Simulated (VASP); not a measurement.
# KBr (Fm-3m) in VASP: a series of runs

KBr is run at these levels: PBE; tasks: single point.

All numbers are computed with VASP 6.6.1; they aren't measurements. Logs are shortened: lines on timing, memory, paths and dates and some standing lists are left out, and cuts for length are marked.

## Step 1: The cell of the first run

It takes space group Fm-3m (No. 225, cubic). The conventional cell has a = 6.372 Å, b = 6.372 Å, c = 6.372 Å, α = 90.00°, β = 90.00°, γ = 90.00°. Within 4.2 Å of K (site symmetry m-3m) lie 6 Br at 3.19 Å. Within 4.2 Å of Br (site symmetry m-3m) lie 6 K at 3.19 Å.

## Step 2: Single point, PBE

INCAR

```
SYSTEM = KBr
ALGO     = Normal         ! electronic algorithm
EDIFF    = 1E-6           ! SCF threshold, eV
ENCUT    = 520            ! plane-wave cutoff, eV
GGA      = PE             ! functional
ISIF     = 2              ! what is computed and relaxed
ISMEAR   = 0              ! smearing method
LASPH    = .True.         ! aspherical terms in the spheres
LCHARG   = .False.        ! write CHGCAR
LREAL    = .False.        ! projectors in reciprocal space
LWAVE    = .False.        ! write WAVECAR
NBANDS   = 15             ! bands
NELM     = 60             ! most SCF steps
PREC     = Accurate       ! precision mode
SIGMA    = 0.05           ! smearing width, eV
```

KPOINTS

```
k-points
0
Gamma
  8 8 8
  0 0 0
```

POSCAR

```
KBr
1.0
    0.0000000000      3.1861149692      3.1861149692
    3.1861149692      0.0000000000      3.1861149692
    3.1861149692      3.1861149692      0.0000000000
K Br
1 1
Direct
    0.0000000000      0.0000000000      0.0000000000
    0.5000000000      0.5000000000      0.5000000000
```

Potentials or basis: VASP PAW PBE potentials, release 64 (K_sv, Br).

Started as:

```
$ cat potpaw_PBE.64/K_sv/POTCAR potpaw_PBE.64/Br/POTCAR > POTCAR
$ mpirun -np 1 vasp_std > vasp.out
```

OUTCAR:

```text
SYSTEM = KBr
   EDIFF = 1E-6
   ENCUT = 520
   GGA = PE
   ISIF = 2
   ISMEAR = 0
   LASPH = .True.
   LREAL = .False.
   NELM = 60
   PREC = Accurate

 ion  position               nearest neighbor table
   1  0.000  0.000  0.000-   2 3.19   2 3.19   2 3.19   2 3.19   2 3.19   2 3.19
   2  0.500  0.500  0.500-   1 3.19   1 3.19   1 3.19   1 3.19   1 3.19   1 3.19

  LATTYP: Found a face centered cubic cell.
 ALAT       =     6.3722299384

  Lattice vectors:

 A1 = (   0.0000000000,   3.1861149692,   3.1861149692)
 A2 = (   3.1861149692,   0.0000000000,   3.1861149692)
 A3 = (   3.1861149692,   3.1861149692,   0.0000000000)

Analysis of symmetry for initial positions (statically):
=====================================================================
 Subroutine PRICEL returns:
 Original cell was already a primitive cell.

 Routine SETGRP: Setting up the symmetry group for a
 face centered cubic supercell.

 Subroutine GETGRP returns: Found 48 space group operations
 (whereof 48 operations were pure point group operations)
 out of a pool of 48 trial point group operations.

The static configuration has the point symmetry O_h .

Analysis of symmetry for dynamics (positions and initial velocities):
=====================================================================
 Subroutine PRICEL returns:
 Original cell was already a primitive cell.

 Routine SETGRP: Setting up the symmetry group for a
 face centered cubic supercell.

 Subroutine GETGRP returns: Found 48 space group operations
 (whereof 48 operations were pure point group operations)
 out of a pool of 48 trial point group operations.

The dynamic configuration has the point symmetry O_h .

 Subroutine INISYM returns: Found 48 space group operations
 (whereof 48 operations are pure point group operations),
 and found     1 'primitive' translations

----------------------------------------------------------------------------------------

                                     Primitive cell

  volume of cell :      64.6866

  direct lattice vectors                    reciprocal lattice vectors
     0.000000000  3.186114969  3.186114969    -0.156930935  0.156930935  0.156930935
     3.186114969  0.000000000  3.186114969     0.156930935 -0.156930935  0.156930935
     3.186114969  3.186114969  0.000000000     0.156930935  0.156930935 -0.156930935

  length of vectors
     4.505847001  4.505847001  4.505847001     0.271812352  0.271812352  0.271812352

  position of ions in fractional coordinates (direct lattice)
     0.000000000  0.000000000  0.000000000
     0.500000000  0.500000000  0.500000000

  ion indices of the primitive-cell ions
   primitive index   ion index
                 1           1
                 2           2

----------------------------------------------------------------------------------------

 KPOINTS: k-points

Automatic generation of k-mesh.
 Grid dimensions read from file:
 generate k-points for:    8    8    8

 Generating k-lattice:

  Cartesian coordinates                     Fractional coordinates (reciprocal lattice)
    -0.019616367  0.019616367  0.019616367     0.125000000  0.000000000  0.000000000
     0.019616367 -0.019616367  0.019616367     0.000000000  0.125000000  0.000000000
     0.019616367  0.019616367 -0.019616367     0.000000000  0.000000000  0.125000000

  Length of vectors
     0.033976544  0.033976544  0.033976544

  Shift w.r.t. Gamma in fractional coordinates (k-lattice)
     0.000000000  0.000000000  0.000000000

 Subroutine IBZKPT returns following result:
 ===========================================

 Found     29 irreducible k-points:

 Following reciprocal coordinates:
            Coordinates               Weight
  0.000000  0.000000  0.000000      1.000000
  0.125000  0.000000  0.000000      8.000000
  0.250000  0.000000  0.000000      8.000000
  0.375000  0.000000  0.000000      8.000000
  0.500000  0.000000  0.000000      4.000000
  0.125000  0.125000  0.000000      6.000000
[... 16 lines left out ...]
  0.500000  0.250000  0.125000     48.000000
 -0.375000  0.250000  0.125000     24.000000
 [... further k-points ...]
   k-points           NKPTS =     29   k-points in BZ     NKDIM =     29   number of bands    NBANDS=     15
   number of dos      NEDOS =    301   number of ions     NIONS =      2
   total plane-waves  NPLWV =  46656
   dimension x,y,z NGX =    36 NGY =   36 NGZ =   36
   dimension x,y,z NGXF=    72 NGYF=   72 NGZF=   72
   ions per type =               1   1
   NGX,Y,Z   is equivalent  to a cutoff of  13.28, 13.28, 13.28 a.u.
   NGXF,Y,Z  is equivalent  to a cutoff of  26.56, 26.56, 26.56 a.u.
 SYSTEM =  KBr
   PREC   = accura    normal or accurate (medium, high low for compatibility)
   ISTART =      0    job   : 0-new  1-cont  2-samecut
   ICHARG =      2    charge: 1-file 2-atom 10-const
   ISPIN  =      1    spin polarized calculation?
   LNONCOLLINEAR =      F non collinear calculations
   LSORBIT =      F    spin-orbit coupling
   LASPH  =      T    aspherical Exc in radial PAW
   ENCUT  =  520.0 eV  38.22 Ry    6.18 a.u.   8.38  8.38  8.38*2*pi/ulx,y,z
   NELM   =     60;   NELMIN=  2; NELMDL= -5     # of ELM steps
   EDIFF  = 0.1E-05   stopping-criterion for ELM
   LREAL  =      F    real-space projection
   EDIFFG = 0.1E-04   stopping-criterion for IOM
   NSW    =      0    number of steps for IOM
   IBRION =     -1    ionic relax: 0-MD 1-quasi-New 2-CG
   NFREE  =      0    steps in history (QN), initial steepest desc. (CG)
   ISIF   =      2    stress and relaxation
   ISYM   =      2    0-nonsym 1-usesym 2-fastsym
   POTIM  = 0.5000    time-step for ionic-motion
   TEBEG  =    0.0;   TEEND  =   0.0 temperature during run
   PSTRESS=    0.0 pullay stress
   NELECT =      16.0000    total number of electrons
   NUPDOWN=      -1.0000    fix difference up-down
   EMIN   =  10.00;   EMAX   =-10.00  energy-range for DOS
   EFERMI =   0.00;   METHOD = LEGACY
   ISMEAR =     0;   SIGMA  =   0.05  broadening in eV -4-tet -1-fermi 0-gaus
   EFERMI_NEDOS =   21; number of points for ismear=-14 and -15
   IALGO  =     38    algorithm
   IMIX   =      4    mixing-type and parameters
     AMIX     =   0.40;   BMIX     =  1.00
     AMIX_MAG =   1.60;   BMIX_MAG =  1.00
  volume/ion in A,a.u.               =      32.34       218.26
  Fermi-wavevector in a.u.,A,eV,Ry     =   1.027646  1.941969 14.368508  1.056056
  Thomas-Fermi vector in A             =   2.161601
   LORBIT       =      0    0 simple, 1 ext, 2 COOP (PROOUT), +10 PAW based schemes
   GGA     = PE    functional components
   LHFCALC =     F    Hartree Fock is set to
   AEXX    =    0.0000 exact exchange contribution
   IVDW    =     0    specifies the selected vdW correction
   LEPSILON=     F    determine dielectric tensor
   LRPA    =     F    only Hartree local field effects (RPA)
 non-spin polarized calculation
 Gauss-broadening in eV      SIGMA  =   0.05
  energy-cutoff  :      520.00
  volume of cell :       64.69
 maximum number of plane-waves:      1807
 NGX is ok and might be reduce to    36
   NGX = 17   NGY = 17   NGZ = 17

 number of electron      16.0000000 magnetization

 Free energy of the ion-electron system (eV)
  ---------------------------------------------------
  ext. energy  EPLUGINS =         0.00000000
  ---------------------------------------------------
  free energy    TOTEN  =        -6.13398873 eV

  energy without entropy =       -6.13398873  energy(sigma->0) =       -6.13398873

 E-fermi :  -0.9761     XC(G=0):  -7.8018

 val. band max:       -1.2861184926   @ k =   0.0000   0.0000   0.0000
 cond. band min:       3.4497058642   @ k =   0.0000   0.0000   0.0000
 fundamental gap:      4.7358243568
 Fermi energy:        -0.9761480156

 k-point     1 :       0.0000    0.0000    0.0000
  band No.  band energies     occupation
      1     -28.8597      2.00000
      2     -13.7219      2.00000
      3     -12.3459      2.00000
      4     -12.3459      2.00000
      5     -12.3459      2.00000
      6      -1.2861      2.00000
      7      -1.2861      2.00000
      8      -1.2861      2.00000
      9       3.4497      0.00000
     10       6.3172      0.00000
     11       6.3172      0.00000
     12       6.3172      0.00000
     13       7.2102      0.00000
     14       7.2102      0.00000
     15      10.5737      0.00000

 k-point     2 :       0.1250    0.0000    0.0000
  band No.  band energies     occupation
      1     -28.8582      2.00000
      2     -13.7589      2.00000
      3     -12.3469      2.00000
      4     -12.3469      2.00000
      5     -12.2947      2.00000
      6      -1.5546      2.00000
      7      -1.3548      2.00000
      8      -1.3548      2.00000
      9       3.8856      0.00000
     10       6.2274      0.00000
     11       6.5230      0.00000
     12       6.5230      0.00000
     13       7.4538      0.00000
     14       7.4538      0.00000
     15      11.1884      0.00000

 k-point     3 :       0.2500    0.0000    0.0000
  band No.  band energies     occupation
      1     -28.8547      2.00000
      2     -13.8393      2.00000
      3     -12.3494      2.00000
      4     -12.3494      2.00000
      5     -12.1792      2.00000
      6      -2.0883      2.00000
      7      -1.5120      2.00000
      8      -1.5120      2.00000
      9       4.7760      0.00000
     10       6.3110      0.00000
     11       7.0979      0.00000
     12       7.0979      0.00000
     13       8.1281      0.00000
     14       8.1281      0.00000
     15      11.5141      0.00000
[... 343 lines left out ...]
 k-point    23 :       0.5000    0.2500    0.1250
  band No.  band energies     occupation
      1     -28.8494      2.00000
      2     -13.8304      2.00000
      3     -12.3972      2.00000
      4     -12.3668      2.00000
      5     -12.1513      2.00000
      6      -2.3808      2.00000
      7      -1.7599      2.00000
      8      -1.6896      2.00000
      9       5.7001      0.00000
     10       6.3339      0.00000
     11       7.9465      0.00000
     12       8.3858      0.00000
     13       8.8167      0.00000
     14       9.2588      0.00000
     15      10.2696      0.00000

 k-point    24 :      -0.3750    0.2500    0.1250
  band No.  band energies     occupation
      1     -28.8482      2.00000
      2     -13.8348      2.00000
      3     -12.3985      2.00000
      4     -12.3758      2.00000
      5     -12.1389      2.00000
      6      -2.4261      2.00000
      7      -1.8453      2.00000
      8      -1.7332      2.00000
      9       5.9198      0.00000
     10       6.7057      0.00000
     11       8.0735      0.00000
     12       8.3668      0.00000
     13       9.0839      0.00000
     14       9.6861      0.00000
     15      10.2284      0.00000

 [... further k-points ...]

------------------------ aborting loop because EDIFF is reached ----------------------------------------

  FORCE on cell =-STRESS in cart. coord.  units (eV):
  Direction    XX          YY          ZZ          XY          YZ          ZX
  --------------------------------------------------------------------------------------
  -------------------------------------------------------------------------------------
  Total        1.2305339      1.2305339      1.2305339      0.0000000      0.0000000      0.0000000
  in kB       30.4782380     30.4782380     30.4782380      0.0000000      0.0000000      0.0000000
  external PRESSURE =      30.4782380 kB  Pullay stress =       0.0000000 kB

 VOLUME and BASIS-vectors are now :
 -----------------------------------------------------------------------------
  energy-cutoff  :      520.00
  volume of cell :       64.69
      direct lattice vectors                 reciprocal lattice vectors
     0.000000000  3.186114969  3.186114969    -0.156930935  0.156930935  0.156930935
     3.186114969  0.000000000  3.186114969     0.156930935 -0.156930935  0.156930935
     3.186114969  3.186114969  0.000000000     0.156930935  0.156930935 -0.156930935

 POSITION                                       TOTAL-FORCE (eV/Angst)
 -----------------------------------------------------------------------------------
      0.00000      0.00000      0.00000         0.000000     -0.000000     -0.000000
      3.18611      3.18611      3.18611        -0.000000      0.000000      0.000000
 -----------------------------------------------------------------------------------
    total drift:                                0.000000      0.000000      0.000000

  FREE ENERGIE OF THE ION-ELECTRON SYSTEM (eV)
  ---------------------------------------------------
  free  energy   TOTEN  =        -6.1339887323 eV

  energy  without entropy=       -6.1339887323  energy(sigma->0) =       -6.13398873
```

Run time: 21 s. Hardware: 1 thread of Intel Xeon Platinum 8375C at 2.90GHz (Ice Lake), shared host; peak memory 0.21 GiB.

Results:

* Free energy: -6.1340 eV
* Pressure: 3.0 GPa
* Band gap on the k mesh: 4.74 eV, direct

A k mesh can miss the band edges.

## Step 3: Single point, PBE

This run uses another cell than the first one, of 35.94 Å³/atom, 1.111 times its volume.

INCAR

```
SYSTEM = KBr
ALGO = Normal
EDIFF = 1E-6
ENCUT = 520
GGA = PE
ISIF = 2
ISMEAR = 0
LASPH = .True.
LCHARG = .True.
LELF = .True.
LREAL = .False.
LVHAR = .True.
LWAVE = .False.
NBANDS = 15
NELM = 60
PREC = Accurate
SIGMA = 0.05
```

KPOINTS is that of step 2.

POSCAR

```
KBr
1.0
    0.0000000000      3.3000000000      3.3000000000
    3.3000000000      0.0000000000      3.3000000000
    3.3000000000      3.3000000000      0.0000000000
K Br
1 1
Direct
    0.0000000000      0.0000000000      0.0000000000
    0.5000000000      0.5000000000      0.5000000000
```

Potentials or basis: VASP PAW PBE potentials, release 64 (K_sv, Br).

Started as:

```
$ cat potpaw_PBE.64/K_sv/POTCAR potpaw_PBE.64/Br/POTCAR > POTCAR
$ mpirun -np 1 vasp_std > vasp.out
```

It took 22 s on 1 thread of Intel Xeon Platinum 8375C at 2.90GHz (Ice Lake), shared host; peak memory 0.21 GiB.

It converged, with:

```
Free energy            : -6.2151 eV
Pressure               : 0.8 GPa
Band gap on the k mesh : 4.43 eV, direct
```

Levels at points of the mesh, in eV from the valence-band top:
```csv
k point,band 6,band 7,band 8,band 9,band 10,band 11
"(0.00, 0.00, 0.00)",0.00,0.00,0.00,4.43,7.60,7.60
"(0.50, 0.00, 0.00)",-1.18,-0.33,-0.33,6.59,8.24,9.76
"(0.50, 0.50, 0.00)",-0.81,-0.29,-0.29,5.86,7.20,9.37
```
